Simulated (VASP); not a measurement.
ZnS: single point with PBE

Crystal: ZnS.

```
CELL_PARAMETERS angstrom
3.77289 0.00000 0.00000
-1.88644 3.30042 0.00000
0.00000 0.00000 6.23400
ATOMIC_POSITIONS crystal
Zn 0.33333 0.66667 0.00000
Zn 0.66667 0.33333 0.50000
S 0.33333 0.66667 0.38500
S 0.66667 0.33333 0.88500
```

This cell differs from its parent crystal: strain -0.0100 x Voigt [1, 0, 0, 0, 0, 0].

- Program: VASP 6.6.1
- Task: single point
- Functional: PBE
- Potentials or basis: VASP PAW PBE potentials, release 64 (Zn, S)
- Cutoff: 520 eV
- k mesh: 12 × 12 × 6
- Occupations: gaussian, width 0.05 eV
- Spin: no spin polarisation
- Dipole correction: no
- Further INCAR settings: ALGO = Normal; EDIFF = 1e-06; NBANDS = 26

| Item | Value |
| --- | --- |
| Pressure | 3.4 GPa |
| Largest force | 0.371 eV/Å |
| Band gap on the k mesh | 2.28 eV, direct |

Forces in eV/Å, atoms in the order of the input:
```
Zn   0.000  0.063  0.363
Zn   0.000 -0.063  0.363
S    0.000  0.077 -0.363
S    0.000 -0.077 -0.363
```

Stress tensor (GPa, compression positive):
```
4.95 0.00 0.00
0.00 3.71 0.00
0.00 0.00 1.44
```

Levels at points of the mesh, in eV from the valence-band top:
| k point | band 14 | band 15 | band 16 | band 17 | band 18 | band 19 | band 20 | band 21 | band 22 | band 23 |
| --- | --- | --- | --- | --- | --- | --- | --- | --- | --- | --- |
| (0.00, 0.00, 0.00) | -0.88 | -0.85 | -0.04 | -0.03 | 0.00 | 2.28 | 3.04 | 6.25 | 6.35 | 6.54 |
| (0.50, 0.00, 0.00) | -4.28 | -3.20 | -2.31 | -1.60 | -1.04 | 3.58 | 4.25 | 5.14 | 7.10 | 7.40 |
| (0.00, 0.50, 0.00) | -4.28 | -3.24 | -2.23 | -1.59 | -0.97 | 3.69 | 4.32 | 5.14 | 7.20 | 7.38 |
| (0.00, 0.00, 0.50) | -2.81 | -0.48 | -0.48 | -0.44 | -0.44 | 3.55 | 3.55 | 6.68 | 6.68 | 6.79 |
| (0.50, 0.00, 0.50) | -4.96 | -1.72 | -1.72 | -1.58 | -1.58 | 3.58 | 3.58 | 5.11 | 5.11 | 8.97 |
| (0.00, 0.50, 0.50) | -4.97 | -1.65 | -1.65 | -1.59 | -1.59 | 3.63 | 3.63 | 5.13 | 5.13 | 9.05 |

Run time: 3.6 min on 1 thread of Intel(R) Xeon(R) Platinum 8259CL CPU @ 2.50GHz (Skylake/Cascade Lake), with other jobs on the host, peak memory 0.39 GiB.

Caveat: the cell differs from its parent crystal (strain -0.0100 x Voigt [1, 0, 0, 0, 0, 0]). A k mesh can miss the band edges.
